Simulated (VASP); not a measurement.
# W8C9 in VASP: single point with PBE

Aim: the single point of W8C9 with PBE.

Everything below comes from runs of VASP 6.6.1. Logs are shortened: lines on timing, memory, paths and dates and some standing lists are left out, and cuts for length are marked.

### 1 The cell of the first run

The cell holds a slab with vacuum, 17 atoms: a = 5.716 Å, b = 5.716 Å, c = 16.208 Å, α = 90.00°, β = 90.00°, γ = 120.00°.

### 2 Single point, PBE

File INCAR:

```
PREC     = Accurate       # precision mode
ENCUT    = 520            # plane-wave cutoff, eV
EDIFF    = 1E-6           # SCF threshold, eV
ISMEAR   = -1             # smearing method
SIGMA    = 0.05           # smearing width, eV
LREAL    = Auto         
LASPH    = T              # aspherical terms in the spheres
NELM     = 100            # most SCF steps
ALGO     = Normal         # electronic algorithm
ISIF     = 2              # what is computed and relaxed
LWAVE    = F              # write WAVECAR
LCHARG   = T              # write CHGCAR
GGA      = PE             # functional
LELF     = T              # ELF
LVHAR    = T            
NBANDS   = 88             # bands
```

File KPOINTS:

```
Automatic mesh
0
Gamma
  3 3 1
```

File POSCAR:

```
W8C9
1.0
    5.7156600000      0.0000000000      0.0000000000
   -2.8578300000      4.9499070000      0.0000000000
    0.0000000000      0.0000000000     16.2078000000
W C
8 9
Direct
    0.0000000000      0.0000000000      0.0616987000
    0.0000900228     -0.0000926964      0.2454134228
    0.0000000000      0.5000000000      0.0616987000
    0.0000901051      0.5001787295      0.2454125716
    0.5000000000      0.0000000000      0.0616987000
    0.4998202441     -0.0000905388      0.2454135782
    0.5000000000      0.5000000000      0.0616987000
    0.4999970244      0.4999999493      0.2252041392
    0.3302443991      0.1604891319      0.1436569167
    0.3575163209      0.2150721225      0.3210635348
    0.3302477107      0.6697538284      0.1436568541
    0.3575307564      0.6424630576      0.3210641313
    0.8333342520      0.1666644332      0.1483930626
    0.8333221665      0.1666757450      0.3152087303
    0.8395125039      0.6697554698      0.1436579573
    0.7849221453      0.6424762676      0.3210638710
    0.4999960593      0.4999982177      0.3520490744
```

Potentials or basis: VASP PAW PBE potentials, release 64 (W_sv, C).

Started as:

```
$ cat potpaw_PBE.64/W_sv/POTCAR potpaw_PBE.64/C/POTCAR > POTCAR
$ mpirun -np 1 vasp_std > vasp.out
```

OUTCAR:

```text
PREC = Accurate
   ENCUT = 520
   EDIFF = 1E-6
   ISMEAR = -1
   LREAL = Auto
   LASPH = T
   NELM = 100
   ISIF = 2
   GGA = PE

 ion  position               nearest neighbor table
   1  0.000  0.000  0.062-   9 2.11  15 2.11  13 2.17   5 2.86   5 2.86   3 2.86   3 2.86   7 2.86
                             7 2.86   2 2.98
   2  0.000  1.000  0.245-  14 2.00  10 2.16  16 2.16  13 2.28  15 2.32   9 2.32   4 2.86   6 2.86
                             6 2.86   4 2.86   8 2.88   8 2.88   1 2.98
   3  0.000  0.500  0.062-  15 2.11  11 2.11  13 2.17   7 2.86   7 2.86   5 2.86   1 2.86   1 2.86
                             5 2.86   4 2.98
   4  0.000  0.500  0.245-  14 2.00  12 2.16  16 2.16  13 2.28  15 2.32  11 2.32   2 2.86   6 2.86
                             6 2.86   2 2.86   8 2.88   8 2.88   3 2.98
   5  0.500  0.000  0.062-   9 2.11  11 2.11  13 2.17   1 2.86   1 2.86   3 2.86   7 2.86   7 2.86
                             3 2.86   6 2.98
   6  0.500  1.000  0.245-  14 2.00  12 2.16  10 2.16  13 2.28   9 2.32  11 2.32   2 2.86   4 2.86
                             4 2.86   2 2.86   8 2.88   8 2.88   5 2.98
   7  0.500  0.500  0.062-  11 2.14   9 2.14  15 2.14   8 2.65   3 2.86   3 2.86   5 2.86   5 2.86
                             1 2.86   1 2.86
   8  0.500  0.500  0.225-  17 2.06  16 2.10  10 2.10  12 2.10  11 2.14   9 2.14  15 2.14   7 2.65
                             4 2.88   6 2.88   2 2.88   2 2.88   6 2.88   4 2.88
   9  0.330  0.160  0.144-   1 2.11   5 2.11   8 2.14   7 2.14   2 2.32   6 2.32
  10  0.358  0.215  0.321-  17 1.50   8 2.10   2 2.16   6 2.16
  11  0.330  0.670  0.144-   5 2.11   3 2.11   8 2.14   7 2.14   4 2.32   6 2.32
  12  0.358  0.642  0.321-  17 1.50   8 2.10   4 2.16   6 2.16
  13  0.833  0.167  0.148-   1 2.17   5 2.17   3 2.17   4 2.28   2 2.28   6 2.28
  14  0.833  0.167  0.315-   6 2.00   4 2.00   2 2.00
  15  0.840  0.670  0.144-   3 2.11   1 2.11   8 2.14   7 2.14   4 2.32   2 2.32
  16  0.785  0.642  0.321-  17 1.50   8 2.10   2 2.16   4 2.16
  17  0.500  0.500  0.352-  16 1.50  10 1.50  12 1.50   8 2.06

  LATTYP: Found a hexagonal cell.
 ALAT       =     5.7156600000
 C/A-ratio  =     2.8356830182

  Lattice vectors:

 A1 = (   5.7156600000,   0.0000000000,   0.0000000000)
 A2 = (  -2.8578300000,   4.9499070000,   0.0000000000)
 A3 = (   0.0000000000,   0.0000000000,  16.2078000000)

Analysis of symmetry for initial positions (statically):
=====================================================================
 Subroutine PRICEL returns:
 Original cell was already a primitive cell.

 Routine SETGRP: Setting up the symmetry group for a
 hexagonal supercell.

 Subroutine GETGRP returns: Found  2 space group operations
 (whereof  2 operations were pure point group operations)
 out of a pool of 24 trial point group operations.

The static configuration has the point symmetry C_1h.

Analysis of symmetry for dynamics (positions and initial velocities):
=====================================================================
 Subroutine PRICEL returns:
 Original cell was already a primitive cell.

 Routine SETGRP: Setting up the symmetry group for a
 hexagonal supercell.

 Subroutine GETGRP returns: Found  2 space group operations
 (whereof  2 operations were pure point group operations)
 out of a pool of 24 trial point group operations.

The dynamic configuration has the point symmetry C_1h.

 Subroutine INISYM returns: Found  2 space group operations
 (whereof  2 operations are pure point group operations),
 and found     1 'primitive' translations

----------------------------------------------------------------------------------------

                                     Primitive cell

  volume of cell :     458.5508

  direct lattice vectors                    reciprocal lattice vectors
     5.715660000  0.000000000  0.000000000     0.174957923  0.101011999  0.000000000
    -2.857830000  4.949907000  0.000000000     0.000000000  0.202023998  0.000000000
     0.000000000  0.000000000 16.207800000     0.000000000  0.000000000  0.061698688

  length of vectors
     5.715660000  5.715660208 16.207800000     0.202024005  0.202023998  0.061698688

  position of ions in fractional coordinates (direct lattice)
     0.000000000  0.000000000  0.061698700
     0.000090023  0.999907304  0.245413423
     0.000000000  0.500000000  0.061698700
     0.000090105  0.500178729  0.245412572
     0.500000000  0.000000000  0.061698700
     0.499820244  0.999909461  0.245413578
[... 9 lines left out ...]
     0.784922145  0.642476268  0.321063871
     0.499996059  0.499998218  0.352049074

  ion indices of the primitive-cell ions
   primitive index   ion index
                 1           1
                 2           2
                 3           3
                 4           4
                 5           5
                 6           6
[... 9 lines left out ...]
                16          16
                17          17

----------------------------------------------------------------------------------------

 KPOINTS: Automatic mesh

Automatic generation of k-mesh.
 Grid dimensions read from file:
 generate k-points for:    3    3    1

 Generating k-lattice:

  Cartesian coordinates                     Fractional coordinates (reciprocal lattice)
     0.058319308  0.033670666  0.000000000     0.333333333 -0.000000000  0.000000000
     0.000000000  0.067341333  0.000000000     0.000000000  0.333333333  0.000000000
     0.000000000  0.000000000  0.061698688     0.000000000  0.000000000  1.000000000

  Length of vectors
     0.067341335  0.067341333  0.061698688

  Shift w.r.t. Gamma in fractional coordinates (k-lattice)
     0.000000000  0.000000000  0.000000000

 Subroutine IBZKPT returns following result:
 ===========================================

 Found      4 irreducible k-points:

 Following reciprocal coordinates:
            Coordinates               Weight
  0.000000  0.000000  0.000000      1.000000
  0.333333  0.000000  0.000000      4.000000
 -0.333333  0.333333  0.000000      2.000000
  0.333333  0.333333  0.000000      2.000000
   k-points           NKPTS =      4   k-points in BZ     NKDIM =      4   number of bands    NBANDS=     88
   number of dos      NEDOS =    301   number of ions     NIONS =     17
   total plane-waves  NPLWV = 290304
   dimension x,y,z NGX =    48 NGY =   48 NGZ =  126
   dimension x,y,z NGXF=    96 NGYF=   96 NGZF=  252
   ions per type =               8   9
   NGX,Y,Z   is equivalent  to a cutoff of  13.96, 13.96, 12.92 a.u.
   NGXF,Y,Z  is equivalent  to a cutoff of  27.92, 27.92, 25.85 a.u.
 SYSTEM =  unknown system
   PREC   = accura    normal or accurate (medium, high low for compatibility)
   ISTART =      0    job   : 0-new  1-cont  2-samecut
   ICHARG =      2    charge: 1-file 2-atom 10-const
   ISPIN  =      1    spin polarized calculation?
   LNONCOLLINEAR =      F non collinear calculations
   LSORBIT =      F    spin-orbit coupling
   LASPH  =      T    aspherical Exc in radial PAW
   ENCUT  =  520.0 eV  38.22 Ry    6.18 a.u.  10.63 10.63 30.14*2*pi/ulx,y,z
   NELM   =    100;   NELMIN=  2; NELMDL= -5     # of ELM steps
   EDIFF  = 0.1E-05   stopping-criterion for ELM
   LREAL  =      T    real-space projection
   EDIFFG = 0.1E-04   stopping-criterion for IOM
   NSW    =      0    number of steps for IOM
   IBRION =     -1    ionic relax: 0-MD 1-quasi-New 2-CG
   NFREE  =      0    steps in history (QN), initial steepest desc. (CG)
   ISIF   =      2    stress and relaxation
   ISYM   =      2    0-nonsym 1-usesym 2-fastsym
   POTIM  = 0.5000    time-step for ionic-motion
   TEBEG  =    0.0;   TEEND  =   0.0 temperature during run
   PSTRESS=    0.0 pullay stress
   NELECT =     148.0000    total number of electrons
   NUPDOWN=      -1.0000    fix difference up-down
   EMIN   =  10.00;   EMAX   =-10.00  energy-range for DOS
   EFERMI =   0.00;   METHOD = LEGACY
   ISMEAR =    -1;   SIGMA  =   0.05  broadening in eV -4-tet -1-fermi 0-gaus
   EFERMI_NEDOS =   21; number of points for ismear=-14 and -15
   IALGO  =     38    algorithm
   IMIX   =      4    mixing-type and parameters
     AMIX     =   0.40;   BMIX     =  1.00
     AMIX_MAG =   1.60;   BMIX_MAG =  1.00
  volume/ion in A,a.u.               =      26.97       182.03
  Fermi-wavevector in a.u.,A,eV,Ry     =   1.122965  2.122096 17.157634  1.261050
  Thomas-Fermi vector in A             =   2.259628
   LORBIT       =      0    0 simple, 1 ext, 2 COOP (PROOUT), +10 PAW based schemes
   GGA     = PE    functional components
   LHFCALC =     F    Hartree Fock is set to
   AEXX    =    0.0000 exact exchange contribution
   IVDW    =     0    specifies the selected vdW correction
   LEPSILON=     F    determine dielectric tensor
   LRPA    =     F    only Hartree local field effects (RPA)
 non-spin polarized calculation
  energy-cutoff  :      520.00
  volume of cell :      458.55
 maximum number of plane-waves:     12378
 NGX is ok and might be reduce to    42
   NGX = 21   NGY = 21   NGZ = 61

 number of electron     147.9999991 magnetization

 Free energy of the ion-electron system (eV)
  ---------------------------------------------------
  ext. energy  EPLUGINS =         0.00000000
  ---------------------------------------------------
  free energy    TOTEN  =      -172.97737826 eV

  energy without entropy =     -172.90789913  energy(sigma->0) =     -172.94263869

 E-fermi :   0.4929     XC(G=0):  -6.3436

 val. band max:        0.3800322412   @ k =   0.3333   0.3333   0.0000
 cond. band min:       0.5373206271   @ k =  -0.3333   0.3333   0.0000
 fundamental gap:      0.1572883859
 Fermi energy:         0.4929265557

 k-point     1 :       0.0000    0.0000    0.0000
  band No.  band energies     occupation
      1     -73.1797      2.00000
      2     -73.1628      2.00000
      3     -73.1210      2.00000
      4     -73.1210      2.00000
      5     -73.1056      2.00000
      6     -73.1055      2.00000
[... 78 lines left out ...]
     85       4.1679      0.00000
     86       4.4548      0.00000

 k-point     2 :       0.3333    0.0000    0.0000
  band No.  band energies     occupation
      1     -73.1653      2.00000
      2     -73.1497      2.00000
      3     -73.1330      2.00000
      4     -73.1210      2.00000
      5     -73.1174      2.00000
      6     -73.1056      2.00000
[... 78 lines left out ...]
     85       3.5984      0.00000
     86       3.7145      0.00000

 k-point     3 :      -0.3333    0.3333    0.0000
  band No.  band energies     occupation
      1     -73.1653      2.00000
      2     -73.1497      2.00000
      3     -73.1330      2.00000
      4     -73.1210      2.00000
      5     -73.1175      2.00000
      6     -73.1055      2.00000
[... 78 lines left out ...]
     85       3.5983      0.00000
     86       3.7144      0.00000

 k-point     4 :       0.3333    0.3333    0.0000
  band No.  band energies     occupation
      1     -73.1475      2.00000
      2     -73.1474      2.00000
      3     -73.1330      2.00000
      4     -73.1325      2.00000
      5     -73.1234      2.00000
      6     -73.1065      2.00000
[... 78 lines left out ...]
     85       3.4157      0.00000
     86       3.4668      0.00000
 [bands above 86 left out]

------------------------ aborting loop because EDIFF is reached ----------------------------------------

  FORCE on cell =-STRESS in cart. coord.  units (eV):
  Direction    XX          YY          ZZ          XY          YZ          ZX
  --------------------------------------------------------------------------------------
  -------------------------------------------------------------------------------------
  Total        6.9066521      6.9071239      1.0957152      0.0004080     -0.0004848      0.0008414
  in kB       24.1318528     24.1335012      3.8284304      0.0014255     -0.0016941      0.0029398
  external PRESSURE =      17.3645948 kB  Pullay stress =       0.0000000 kB

 VOLUME and BASIS-vectors are now :
 -----------------------------------------------------------------------------
  energy-cutoff  :      520.00
  volume of cell :      458.55
      direct lattice vectors                 reciprocal lattice vectors
     5.715660000  0.000000000  0.000000000     0.174957923  0.101011999  0.000000000
    -2.857830000  4.949907000  0.000000000     0.000000000  0.202023998  0.000000000
     0.000000000  0.000000000 16.207800000     0.000000000  0.000000000  0.061698688

 POSITION                                       TOTAL-FORCE (eV/Angst)
 -----------------------------------------------------------------------------------
      0.00000      0.00000      1.00000        -0.149602      0.086373      0.591442
     -2.85705      4.94945      3.97761         0.022454     -0.012964     -0.016298
     -1.42891      2.47495      1.00000        -0.000069     -0.172909      0.591448
     -1.42891      2.47584      3.97760        -0.000051      0.026842     -0.016377
      2.85783      0.00000      1.00000         0.149709      0.086514      0.591448
     -0.00077      4.94946      3.97761        -0.023272     -0.013377     -0.016377
[... 9 lines left out ...]
      2.65026      3.18020      5.20374         0.031815      0.017491      0.055493
      1.42890      2.47494      5.70594        -0.000578      0.000334      0.121995
 -----------------------------------------------------------------------------------
    total drift:                                0.019339      0.034436     -0.019021

  FREE ENERGIE OF THE ION-ELECTRON SYSTEM (eV)
  ---------------------------------------------------
  free  energy   TOTEN  =      -172.9773782596 eV

  energy  without entropy=     -172.9078991255  energy(sigma->0) =     -172.94263869
```

It took 7.3 min on 1 thread of Intel Xeon Platinum 8559C (Emerald Rapids), shared host; peak memory 0.62 GiB.

Results:

| Property | Result |
| --- | --- |
| Free energy | -172.9774 eV |
| Largest force | 2.035 eV/Å |
| Band gap on the k mesh | zero (band 74 reaches 1.18 eV, above the bottom of band 75 at 0.38 eV) |

Forces in eV/Å, atoms in the order of the input:
```
W   -0.150  0.086  0.591
W    0.022 -0.013 -0.016
W    0.000 -0.173  0.591
W    0.000  0.027 -0.016
W    0.150  0.087  0.591
W   -0.023 -0.013 -0.016
W    0.000  0.000 -2.035
W    0.000  0.000 -0.094
C    0.000 -0.013  0.008
C    0.001 -0.036  0.055
C   -0.011  0.007  0.008
C   -0.032  0.018  0.055
C    0.000  0.000 -0.002
C    0.000  0.000  0.093
C    0.011  0.006  0.008
C    0.032  0.017  0.055
C   -0.001  0.000  0.122
```

Levels at points of the mesh, in eV from the Fermi level:
| k point | band 72 | band 73 | band 74 | band 75 | band 76 | band 77 |
| --- | --- | --- | --- | --- | --- | --- |
| (0.00, 0.00, 0.00) | 0.58 | 0.58 | 0.69 | 0.79 | 0.79 | 1.14 |

Caveat: the k points lie up to 0.42 Å⁻¹ apart; spin-orbit coupling is left out, which moves the levels of the heavy elements.
